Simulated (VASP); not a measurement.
KCl, 2 atoms in the cell. Symmetry: Fm-3m, No. 225, cubic system. Conventional cell: a = 6.227 Å, b = 6.227 Å, c = 6.227 Å, α = 90.00°, β = 90.00°, γ = 90.00°. Within 4.1 Å of K (site symmetry m-3m) lie 6 Cl at 3.11 Å. Within 4.1 Å of Cl (site symmetry m-3m) lie 6 K at 3.11 Å. 

* Program: VASP 6.6.1
* Task: electric field gradients
* Functional: LDA
* Potentials or basis: VASP PAW LDA potentials, release 64 (K_sv, Cl)
* Cutoff: 520 eV
* k mesh: 7 × 7 × 7
* Occupations: fermi-dirac, width 0.03 eV
* Spin: no spin polarisation
* Dipole correction: no
* Further INCAR settings: ALGO = Normal; EDIFF = 1e-08; NBANDS = 15

Potentials or basis: VASP PAW LDA potentials, release 64 (K_sv, Cl).

Run with:

```sh
$ cat potpaw_LDA.64/K_sv/POTCAR potpaw_LDA.64/Cl/POTCAR > POTCAR
$ mpirun -np 1 vasp_std > vasp.out
```

Hardware: 1 thread of Intel Xeon 8259CL, on a shared host.

Question: How long does it take, and how much memory?

Answer: Run time: 42 s on 1 thread of Intel Xeon 8259CL, on a shared host, peak memory 0.18 GiB. Counts: scf iterations 14, k points 20.
